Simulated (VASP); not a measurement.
# InSb (F-43m) in VASP: single point with r2SCAN

Aim: the single point of InSb with r2SCAN.

Program: VASP 6.6.1. These are calculated values, not measurements. Logs are shortened: lines on timing, memory, paths and dates and some standing lists are left out, and cuts for length are marked.

## (1) The cell of the first run

It takes space group F-43m (No. 216, cubic). Conventional cell: a = 6.219 Å, b = 6.219 Å, c = 6.219 Å, α = 90.00°, β = 90.00°, γ = 90.00°. Within 3.6 Å of In (site symmetry -43m) lie 4 Sb at 2.69 Å. Sb (site symmetry -43m) has 4 In at 2.69 Å within 3.6 Å.

## (2) Single point, r2SCAN (strain -0.040 along x and y, -0.040 along z)

The input, POSCAR:

```
InSb
1.0
    0.0000000000      3.1095360000      3.1095360000
    3.1095360000      0.0000000000      3.1095360000
    3.1095360000      3.1095360000      0.0000000000
In Sb
1 1
Direct
    0.0000000000      0.0000000000      0.0000000000
    0.7500000000      0.7500000000      0.7500000000
```

The input, INCAR.step1:

```
SYSTEM = InSb
ALGO = Normal ; EDIFF = 1E-4
ENCUT = 520 ; GGA = PE
ISMEAR = 0 ; LASPH = .True.
LCHARG = .False. ; LREAL = .False.
LWAVE = .True. ; NBANDS = 16
NELM = 100 ; PREC = Accurate
SIGMA = 0.03
```

The input, INCAR.step2:

```
SYSTEM = InSb
ALGO = Normal ; EDIFF = 1E-6
ENCUT = 520 ; ISIF = 2
ISMEAR = 0 ; ISTART = 1
LASPH = .True. ; LCHARG = .True.
LELF = .True. ; LMIXTAU = .True.
LREAL = .False. ; LVHAR = .True.
LWAVE = .False. ; METAGGA = R2SCAN
NBANDS = 16 ; NELM = 100
PREC = Accurate ; SIGMA = 0.03
```

The input, KPOINTS:

```
k-points
0
Gamma
  10 10 10
  0 0 0
```

Potentials or basis: VASP PAW PBE potentials, release 64 (In_d, Sb).

The run is started by

```bash
> cat potpaw_PBE.64/In_d/POTCAR potpaw_PBE.64/Sb/POTCAR > POTCAR
> cp INCAR.step1 INCAR
> mpirun -np 1 vasp_std > vasp.out
> cp INCAR.step2 INCAR
> mpirun -np 1 vasp_std > vasp.out
```

OUTCAR:

```text
SYSTEM = InSb
   EDIFF = 1E-6
   ENCUT = 520
   ISIF = 2
   ISMEAR = 0
   ISTART = 1
   LASPH = .True.
   LREAL = .False.
   METAGGA = R2SCAN
   NELM = 100
   PREC = Accurate

 ion  position               nearest neighbor table
   1  0.000  0.000  0.000-   2 2.69   2 2.69   2 2.69   2 2.69
   2  0.750  0.750  0.750-   1 2.69   1 2.69   1 2.69   1 2.69

  LATTYP: Found a face centered cubic cell.
 ALAT       =     6.2190720000

  Lattice vectors:

 A1 = (   0.0000000000,   3.1095360000,   3.1095360000)
 A2 = (   3.1095360000,   0.0000000000,   3.1095360000)
 A3 = (   3.1095360000,   3.1095360000,   0.0000000000)

Analysis of symmetry for initial positions (statically):
=====================================================================
 Subroutine PRICEL returns:
 Original cell was already a primitive cell.

 Routine SETGRP: Setting up the symmetry group for a
 face centered cubic supercell.

 Subroutine GETGRP returns: Found 24 space group operations
 (whereof 24 operations were pure point group operations)
 out of a pool of 48 trial point group operations.

The static configuration has the point symmetry T_d .

Analysis of symmetry for dynamics (positions and initial velocities):
=====================================================================
 Subroutine PRICEL returns:
 Original cell was already a primitive cell.

 Routine SETGRP: Setting up the symmetry group for a
 face centered cubic supercell.

 Subroutine GETGRP returns: Found 24 space group operations
 (whereof 24 operations were pure point group operations)
 out of a pool of 48 trial point group operations.

The dynamic configuration has the point symmetry T_d .

 Subroutine INISYM returns: Found 24 space group operations
 (whereof 24 operations are pure point group operations),
 and found     1 'primitive' translations

----------------------------------------------------------------------------------------

                                     Primitive cell

  volume of cell :      60.1335

  direct lattice vectors                    reciprocal lattice vectors
     0.000000000  3.109536000  3.109536000    -0.160795694  0.160795694  0.160795694
     3.109536000  0.000000000  3.109536000     0.160795694 -0.160795694  0.160795694
     3.109536000  3.109536000  0.000000000     0.160795694  0.160795694 -0.160795694

  length of vectors
     4.397547984  4.397547984  4.397547984     0.278506312  0.278506312  0.278506312

  position of ions in fractional coordinates (direct lattice)
     0.000000000  0.000000000  0.000000000
     0.750000000  0.750000000  0.750000000

  ion indices of the primitive-cell ions
   primitive index   ion index
                 1           1
                 2           2

----------------------------------------------------------------------------------------

 KPOINTS: k-points

Automatic generation of k-mesh.
 Grid dimensions read from file:
 generate k-points for:   10   10   10

 Generating k-lattice:

  Cartesian coordinates                     Fractional coordinates (reciprocal lattice)
    -0.016079569  0.016079569  0.016079569     0.100000000  0.000000000  0.000000000
     0.016079569 -0.016079569  0.016079569     0.000000000  0.100000000  0.000000000
     0.016079569  0.016079569 -0.016079569     0.000000000  0.000000000  0.100000000

  Length of vectors
     0.027850631  0.027850631  0.027850631

  Shift w.r.t. Gamma in fractional coordinates (k-lattice)
     0.000000000  0.000000000  0.000000000

 Subroutine IBZKPT returns following result:
 ===========================================

 Found     47 irreducible k-points:

 Following reciprocal coordinates:
            Coordinates               Weight
  0.000000  0.000000  0.000000      1.000000
  0.100000  0.000000  0.000000      8.000000
  0.200000  0.000000  0.000000      8.000000
  0.300000  0.000000  0.000000      8.000000
  0.400000  0.000000  0.000000      8.000000
  0.500000  0.000000  0.000000      4.000000
[... 16 lines left out ...]
  0.300000  0.300000  0.000000      6.000000
  0.400000  0.300000  0.000000     24.000000
 [... further k-points ...]
   k-points           NKPTS =     47   k-points in BZ     NKDIM =     47   number of bands    NBANDS=     16
   number of dos      NEDOS =    301   number of ions     NIONS =      2
   total plane-waves  NPLWV =  46656
   dimension x,y,z NGX =    36 NGY =   36 NGZ =   36
   dimension x,y,z NGXF=    72 NGYF=   72 NGZF=   72
   ions per type =               1   1
   NGX,Y,Z   is equivalent  to a cutoff of  13.61, 13.61, 13.61 a.u.
   NGXF,Y,Z  is equivalent  to a cutoff of  27.22, 27.22, 27.22 a.u.
 SYSTEM =  InSb
   PREC   = accura    normal or accurate (medium, high low for compatibility)
   ISTART =      1    job   : 0-new  1-cont  2-samecut
   ICHARG =      0    charge: 1-file 2-atom 10-const
   ISPIN  =      1    spin polarized calculation?
   LNONCOLLINEAR =      F non collinear calculations
   LSORBIT =      F    spin-orbit coupling
   LASPH  =      T    aspherical Exc in radial PAW
   ENCUT  =  520.0 eV  38.22 Ry    6.18 a.u.   8.18  8.18  8.18*2*pi/ulx,y,z
   NELM   =    100;   NELMIN=  2; NELMDL=  0     # of ELM steps
   EDIFF  = 0.1E-05   stopping-criterion for ELM
   LREAL  =      F    real-space projection
   EDIFFG = 0.1E-04   stopping-criterion for IOM
   NSW    =      0    number of steps for IOM
   IBRION =     -1    ionic relax: 0-MD 1-quasi-New 2-CG
   NFREE  =      0    steps in history (QN), initial steepest desc. (CG)
   ISIF   =      2    stress and relaxation
   ISYM   =      2    0-nonsym 1-usesym 2-fastsym
   POTIM  = 0.5000    time-step for ionic-motion
   TEBEG  =    0.0;   TEEND  =   0.0 temperature during run
   PSTRESS=    0.0 pullay stress
   NELECT =      18.0000    total number of electrons
   NUPDOWN=      -1.0000    fix difference up-down
   EMIN   =  10.00;   EMAX   =-10.00  energy-range for DOS
   EFERMI =   0.00;   METHOD = LEGACY
   ISMEAR =     0;   SIGMA  =   0.03  broadening in eV -4-tet -1-fermi 0-gaus
   EFERMI_NEDOS =   21; number of points for ismear=-14 and -15
   IALGO  =     38    algorithm
   IMIX   =      4    mixing-type and parameters
     AMIX     =   0.40;   BMIX     =  1.00
     AMIX_MAG =   1.60;   BMIX_MAG =  1.00
  volume/ion in A,a.u.               =      30.07       202.90
  Fermi-wavevector in a.u.,A,eV,Ry     =   1.095116  2.069469 16.317179  1.199279
  Thomas-Fermi vector in A             =   2.231433
   LORBIT       =      0    0 simple, 1 ext, 2 COOP (PROOUT), +10 PAW based schemes
   METAGGA = R2SCAN    functional components
   LHFCALC =     F    Hartree Fock is set to
   AEXX    =    0.0000 exact exchange contribution
   IVDW    =     0    specifies the selected vdW correction
   LEPSILON=     F    determine dielectric tensor
   LRPA    =     F    only Hartree local field effects (RPA)
 non-spin polarized calculation
 Gauss-broadening in eV      SIGMA  =   0.03
  energy-cutoff  :      520.00
  volume of cell :       60.13
 maximum number of plane-waves:      1639
 NGX is ok and might be reduce to    36
   NGX = 17   NGY = 17   NGZ = 17

 number of electron      17.9999998 magnetization

 Free energy of the ion-electron system (eV)
  ---------------------------------------------------
  ext. energy  EPLUGINS =         0.00000000
  ---------------------------------------------------
  free energy    TOTEN  =       -48.48676580 eV

  energy without entropy =      -48.48676580  energy(sigma->0) =      -48.48676580

 E-fermi :   6.5480     XC(G=0):  -9.8110

 val. band max:        6.3436730045   @ k =   0.0000   0.0000   0.0000
 cond. band min:       7.3623625688   @ k =   0.0000   0.0000   0.0000
 fundamental gap:      1.0186895643
 Fermi energy:         6.5480333779

 k-point     1 :       0.0000    0.0000    0.0000
  band No.  band energies     occupation
      1      -9.0827      2.00000
      2      -9.0827      2.00000
      3      -9.0827      2.00000
      4      -8.9359      2.00000
      5      -8.9359      2.00000
      6      -5.6762      2.00000
[... 8 lines left out ...]
     15      15.2763      0.00000
     16      15.2763      0.00000

 k-point     2 :       0.1000    0.0000    0.0000
  band No.  band energies     occupation
      1      -9.0912      2.00000
      2      -9.0790      2.00000
      3      -9.0790      2.00000
      4      -8.9363      2.00000
      5      -8.9363      2.00000
      6      -5.5612      2.00000
[... 8 lines left out ...]
     15      14.5051      0.00000
     16      14.5051      0.00000

 k-point     3 :       0.2000    0.0000    0.0000
  band No.  band energies     occupation
      1      -9.1132      2.00000
      2      -9.0700      2.00000
      3      -9.0699      2.00000
      4      -8.9367      2.00000
      5      -8.9367      2.00000
      6      -5.2274      2.00000
[... 8 lines left out ...]
     15      14.0707      0.00000
     16      14.0707      0.00000

 k-point     4 :       0.3000    0.0000    0.0000
  band No.  band energies     occupation
      1      -9.1394      2.00000
      2      -9.0598      2.00000
      3      -9.0598      2.00000
      4      -8.9362      2.00000
      5      -8.9362      2.00000
      6      -4.7184      2.00000
[... 8 lines left out ...]
     15      14.4120      0.00000
     16      14.4120      0.00000

 k-point     5 :       0.4000    0.0000    0.0000
  band No.  band energies     occupation
      1      -9.1598      2.00000
      2      -9.0526      2.00000
      3      -9.0526      2.00000
      4      -8.9346      2.00000
      5      -8.9346      2.00000
      6      -4.1581      2.00000
[... 8 lines left out ...]
     15      15.4426      0.00000
     16      15.4426      0.00000

 k-point     6 :       0.5000    0.0000    0.0000
  band No.  band energies     occupation
      1      -9.1675      2.00000
      2      -9.0501      2.00000
      3      -9.0501      2.00000
      4      -8.9338      2.00000
      5      -8.9337      2.00000
      6      -3.8719      2.00000
[... 8 lines left out ...]
     15      16.4216      0.00000
     16      16.4216      0.00000

 k-point     7 :       0.1000    0.1000    0.0000
  band No.  band energies     occupation
      1      -9.0980      2.00000
      2      -9.0756      2.00000
      3      -9.0756      2.00000
      4      -8.9385      2.00000
      5      -8.9346      2.00000
      6      -5.5228      2.00000
[... 8 lines left out ...]
     15      13.7239      0.00000
     16      15.3837      0.00000

 k-point     8 :       0.2000    0.1000    0.0000
  band No.  band energies     occupation
      1      -9.1165      2.00000
      2      -9.0681      2.00000
      3      -9.0666      2.00000
      4      -8.9411      2.00000
      5      -8.9335      2.00000
      6      -5.2613      2.00000
[... 8 lines left out ...]
     15      14.4258      0.00000
     16      14.9683      0.00000

 k-point     9 :       0.3000    0.1000    0.0000
  band No.  band energies     occupation
      1      -9.1395      2.00000
      2      -9.0594      2.00000
      3      -9.0561      2.00000
      4      -8.9422      2.00000
      5      -8.9327      2.00000
      6      -4.8068      2.00000
[... 8 lines left out ...]
     15      14.5698      0.00000
     16      15.0695      0.00000
[... 172 lines left out ...]
 k-point    19 :       0.5000    0.2000    0.0000
  band No.  band energies     occupation
      1      -9.1808      2.00000
      2      -9.0393      2.00000
      3      -9.0340      2.00000
      4      -8.9470      2.00000
      5      -8.9309      2.00000
      6      -3.6780      2.00000
[... 8 lines left out ...]
     15      16.5677      0.00000
     16      16.6221      0.00000

 k-point    20 :      -0.4000    0.2000    0.0000
  band No.  band energies     occupation
      1      -9.1792      2.00000
      2      -9.0402      2.00000
      3      -9.0364      2.00000
      4      -8.9417      2.00000
      5      -8.9352      2.00000
      6      -3.5944      2.00000
[... 8 lines left out ...]
     15      15.0884      0.00000
     16      16.0408      0.00000

 k-point    21 :      -0.3000    0.2000    0.0000
  band No.  band energies     occupation
      1      -9.1678      2.00000
      2      -9.0442      2.00000
      3      -9.0436      2.00000
      4      -8.9396      2.00000
      5      -8.9373      2.00000
      6      -4.0040      2.00000
[... 8 lines left out ...]
     15      15.3073      0.00000
     16      16.6288      0.00000

 k-point    22 :      -0.2000    0.2000    0.0000
  band No.  band energies     occupation
      1      -9.1494      2.00000
      2      -9.0554      2.00000
      3      -9.0501      2.00000
      4      -8.9412      2.00000
      5      -8.9349      2.00000
      6      -4.5420      2.00000
[... 8 lines left out ...]
     15      15.6084      0.00000
     16      16.2937      0.00000

 k-point    23 :       0.3000    0.3000    0.0000
  band No.  band energies     occupation
      1      -9.1763      2.00000
      2      -9.0335      2.00000
      3      -9.0335      2.00000
      4      -8.9581      2.00000
      5      -8.9266      2.00000
      6      -4.3781      2.00000
[... 8 lines left out ...]
     15      16.2240      0.00000
     16      17.1880      0.00000

 k-point    24 :       0.4000    0.3000    0.0000
  band No.  band energies     occupation
      1      -9.1915      2.00000
      2      -9.0257      2.00000
      3      -9.0241      2.00000
      4      -8.9613      2.00000
      5      -8.9255      2.00000
      6      -3.9186      2.00000
[... 8 lines left out ...]
     15      16.7785      0.00000
     16      17.5850      0.00000

 [... further k-points ...]
[... 5 lines left out ...]
  --------------------------------------------------------------------------------------
  -------------------------------------------------------------------------------------
  Total        3.7767378      3.7767378      3.7767378      0.0000000      0.0000000     -0.0000000
  in kB      100.6261029    100.6261029    100.6261029      0.0000000      0.0000000     -0.0000000
  external PRESSURE =     100.6261029 kB  Pullay stress =       0.0000000 kB

 VOLUME and BASIS-vectors are now :
 -----------------------------------------------------------------------------
  energy-cutoff  :      520.00
  volume of cell :       60.13
      direct lattice vectors                 reciprocal lattice vectors
     0.000000000  3.109536000  3.109536000    -0.160795694  0.160795694  0.160795694
     3.109536000  0.000000000  3.109536000     0.160795694 -0.160795694  0.160795694
     3.109536000  3.109536000  0.000000000     0.160795694  0.160795694 -0.160795694

 POSITION                                       TOTAL-FORCE (eV/Angst)
 -----------------------------------------------------------------------------------
      0.00000      0.00000      0.00000         0.000000      0.000000      0.000000
      4.66430      4.66430      4.66430        -0.000000     -0.000000     -0.000000
 -----------------------------------------------------------------------------------
    total drift:                                0.000002      0.000002      0.000002

  FREE ENERGIE OF THE ION-ELECTRON SYSTEM (eV)
  ---------------------------------------------------
  free  energy   TOTEN  =       -48.4867658048 eV

  energy  without entropy=      -48.4867658048  energy(sigma->0) =      -48.48676580
```

Run time: 83 s. Hardware: 1 thread of Intel Xeon 6975P-C (Granite Rapids), shared host; peak memory 0.23 GiB.

Results:

- Free energy: -48.4868 eV
- Pressure: 10.1 GPa
- Band gap on the k mesh: 1.02 eV, direct

Caveat: the cell differs from its parent crystal (strain -0.040 along x and y, -0.040 along z); the PAW data sets were made with another functional, which shifts forces and pressure a little; spin-orbit coupling is left out, which moves the levels of the heavy elements. A k mesh can miss the band edges.
